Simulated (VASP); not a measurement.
Write the native input for VASP 6.6.1 that does the following.

```
Task                   : single point
Functional             : PBE
Potentials or basis    : VASP PAW PBE potentials, release 64 (Fe, Cl)
Cutoff                 : 520 eV
k mesh                 : 6 × 6 × 6
Occupations            : gaussian, width 0.1 eV
Spin                   : collinear spin, ferromagnetic start
Starting moments       : [4.0, 4.0, 0.0] μB
Dipole correction      : no
Further INCAR settings : ALGO = Normal; EDIFF = 1e-06; NBANDS = 22
```

The structure of Fe2Cl lies in POSCAR:

```
Fe2Cl
1.0
    0.0000000000      2.8574966875      2.8574966875
    2.8574966875      0.0000000000      2.8574966875
    2.8574966875      2.8574966875      0.0000000000
Fe Cl
2 1
Direct
    0.2500000000      0.2500000000      0.2500000000
    0.7500000000      0.7500000000      0.7500000000
    0.0000000000      0.0000000000      0.0000000000
```

The input as run:

INCAR

```
  PREC = Accurate
  ENCUT = 520
  EDIFF = 1E-6
  ISMEAR = 0
  SIGMA = 0.1
  LREAL = F
  LASPH = T
  NELM = 150
  ALGO = Normal
  ISIF = 2
  LWAVE = F
  LCHARG = F
  ISPIN = 2
  MAGMOM = 4 4 0
  LORBIT = 11
  LMAXMIX = 4
  GGA = PE
  NBANDS = 22
```

KPOINTS

```
regular mesh
0
Gamma
  6 6 6
```

Potentials or basis: VASP PAW PBE potentials, release 64 (Fe, Cl).

Launch:

```bash
$ cat potpaw_PBE.64/Fe/POTCAR potpaw_PBE.64/Cl/POTCAR > POTCAR
$ mpirun -np 1 vasp_std > vasp.out
```

Results of the run:

The pressure is -3.0 GPa. The net moment is 5.59 μB per cell, the site moments are Fe +2.77; Cl +0.11 μB and the valence electrons inside the program's atomic spheres are Fe 6.90; Cl 5.01.

Caveat: the cell stands under tension; the run started ferromagnetic, and an antiferromagnetic order may lie lower in energy.

It took 58 s on 1 thread of Oxide Virtual Turin-like Processor (shared host), peak memory 0.16 GiB.
